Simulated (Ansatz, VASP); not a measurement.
## Two plane-wave programs on TiAl3

```
Ti Al
1.0
     3.81555    0.00000    0.00000
     0.00000    3.81555    0.00000
     0.00000    0.00000    8.38291
Ti Al
2 6
Direct
  0.00000 0.00000 0.00000
  0.50000 0.50000 0.50000
  0.50000 0.50000 0.00000
  0.00000 0.50000 0.25000
  0.50000 0.00000 0.25000
  0.00000 0.00000 0.50000
  0.50000 0.00000 0.75000
  0.00000 0.50000 0.75000
```

Change from the starting cell: strain along c alone, the other axes held, atoms relaxed: -2.0 %.

Alike in both runs: task single point; functional PBEsol; k mesh 10 × 10 × 4; occupations gaussian, width 0.1 eV; no spin polarisation.

|  | VASP | Ansatz |
| --- | --- | --- |
| version | VASP 6.6.1 | Ansatz 0.2.0 |
| potentials or method | VASP PAW PBE potentials, release 64 (Ti_sv, Al), cutoff 520 eV | scalar-relativistic, plane waves, PAW |
| valence electrons in the cell | 42 | 42 |

|  | VASP | Ansatz | Ansatz less VASP |
| --- | --- | --- | --- |
| gap on the k mesh at the Fermi level (eV) | none | none | - |
| pressure (GPa) | 2.4 | 2.3 | -0.11 |
| traceless stress, the component that is largest in VASP (GPa) | 2.61 | 2.63 | +0.016 |

VASP's potentials were made for PBE, not for PBEsol. A gap of «none» marks a metal or a gap that the smearing closes.
